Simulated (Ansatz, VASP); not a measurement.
AlNi in VASP and in Ansatz

Contents of INCAR:

```
PREC = Accurate
ENCUT = 520
EDIFF = 1E-6
ISMEAR = 0
SIGMA = 0.15
LREAL = False
LASPH = True
NELM = 100
ALGO = Fast
ISIF = 2
LWAVE = False
LCHARG = True
GGA = PS
LELF = True
LVHAR = True
NBANDS = 14
```

The input KPOINTS:

```
Automatic mesh
0
Gamma
  16 16 16
```

File POSCAR:

```
AlNi
1.0
    2.8810000000      0.0000000000      0.0000000000
    0.0000000000      2.8810000000      0.0000000000
    0.0000000000      0.0000000000      2.9962400000
Al Ni
1 1
Direct
    0.0000000000      0.0000000000      0.0000000000
    0.5000000000      0.5000000000      0.5000000000
```

Input for Ansatz:

```yaml
crystal:
  lattice:
    - [2.881, 0.0, 0.0]
    - [0.0, 2.881, 0.0]
    - [0.0, 0.0, 2.99624]
  atoms:
    - { symbol: Al, position: [0.0, 0.0, 0.0] }
    - { symbol: Ni, position: [0.5, 0.5, 0.5] }
basis:
  ecutwfc: 420
kpoints:
  mp_grid: { grid: [16, 16, 16] }
hamiltonian:
  xc: pbesol
scf:
  occupations: { method: gaussian, width: 0.15 }
output:
  forces: true
  stress: true
  eigenvalues: true
```

Change from the starting cell: strain +0.000 along x and y, +0.040 along z, atoms carried along.

Alike in both runs: task single point; functional PBEsol; k mesh 16 × 16 × 16; occupations gaussian, width 0.15 eV; no spin polarisation.

|  | VASP | Ansatz |
| --- | --- | --- |
| version | VASP 6.6.1 | Ansatz 0.2.0 |
| potentials or method | VASP PAW PBE potentials, release 64 (Al, Ni), cutoff 520 eV | scalar-relativistic, plane waves, PAW |
| valence electrons in the cell | 13 | 21 |

VASP gave:

- gap on the k mesh at the Fermi level (eV): none
- pressure (GPa): -8.9
- traceless stress, the component that is largest in VASP (GPa): -1.60

Q: Estimate Ansatz's values.

A: gap on the k mesh at the Fermi level (eV): none; pressure (GPa): -8.9; traceless stress, the component that is largest in VASP (GPa): -1.55.

VASP's potentials were made for PBE, not for PBEsol. A gap of «none» marks a metal or a gap that the smearing closes. The functional is the same, so the differences come from potentials, cutoffs and numerics. VASP's potentials hold 13 valence electrons a cell and Ansatz's 21, so a difference there can come from the potentials and not from the codes.
